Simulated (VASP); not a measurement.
The system is ZnO (zincite).

```
Zn O
1.0
     3.24931    0.00000    0.00000
    -1.62465    2.81398    0.00000
     0.00000    0.00000    5.20571
Zn O
2 2
Direct
  0.66667 0.33333 0.00000
  0.33333 0.66667 0.50000
  0.33333 0.66667 0.87901
  0.66667 0.33333 0.37901
```

* Program: VASP 6.6.1
* Task: relaxation of cell and atoms
* Functional: RPBE
* Dispersion: D4
* Potentials or basis: VASP PAW PBE potentials, release 64 (Zn, O)
* Cutoff: 600 eV
* k mesh: 9 × 9 × 5
* Occupations: fermi-dirac, width 0.05 eV
* Spin: no spin polarisation

At the start: pressure 2.8 GPa; volume 11.90 Å³/atom.

Question: Where does the relaxation end?

Answer: Over 4 steps the energy falls by 2.3 meV/atom and the volume is 12.15 Å³/atom (+2.1 %); space group P6_3mc (No. 186, to 0.05 Å).

The path:
```tsv
step	energy change (eV)	largest force (eV/Å)	pressure (GPa)	volume (Å³)
1	0.0000	0.0775	2.83	47.60
2	-0.0073	0.0308	-1.20	49.06
3	-0.0094	0.0005	0.09	48.58
4	-0.0094	0.0028	-0.06	48.62
```

Final structure:
```yaml
crystal:
  lattice:
    - [3.26769, 0.00000, 0.00000]
    - [-1.63385, 2.82990, 0.00000]
    - [0.00000, 0.00000, 5.25743]
  atoms:
    - { symbol: Zn, position: [0.66667, 0.33333, 0.99950] }
    - { symbol: Zn, position: [0.33333, 0.66667, 0.49950] }
    - { symbol: O, position: [0.33333, 0.66667, 0.87951] }
    - { symbol: O, position: [0.66667, 0.33333, 0.37951] }
```

Caveat: the PAW data sets were made with another functional, which shifts forces and pressure a little.
